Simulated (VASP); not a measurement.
The system is TlBr.

```xyz
2
Lattice="3.9800 0.0000 0.0000 0.0000 3.9800 0.0000 0.0000 0.0000 3.9800" Properties=species:S:1:pos:R:3 pbc="T T T"
Tl    0.0000    0.0000    0.0000
Br    1.9900    1.9900    1.9900
```

Base run:

- Program: VASP 6.6.1
- Functional: revPBE
- Potentials or basis: VASP PAW PBE potentials, release 64 (Tl_d, Br)
- Cutoff: 500 eV
- k mesh: 4 × 4 × 4
- Occupations: gaussian, width 0.01 eV
- Spin: no spin polarisation

Its results: band gap on the k mesh 1.97 eV; pressure 2.8 GPa.

Question: The run is repeated on the same cell with these changes: functional from revPBE to LDA; potentials or basis from VASP PAW PBE potentials, release 64 (Tl_d, Br) to VASP PAW LDA potentials, release 64 (Tl_d, Br). What comes out?

Answer: Band gap on the k mesh 1.64 eV; pressure -2.6 GPa.

Caveats: spin-orbit coupling is left out, which moves the levels of the heavy elements; the PAW data sets were made with another functional, which shifts forces and pressure a little (at least some runs).

A k mesh can miss the band edges.
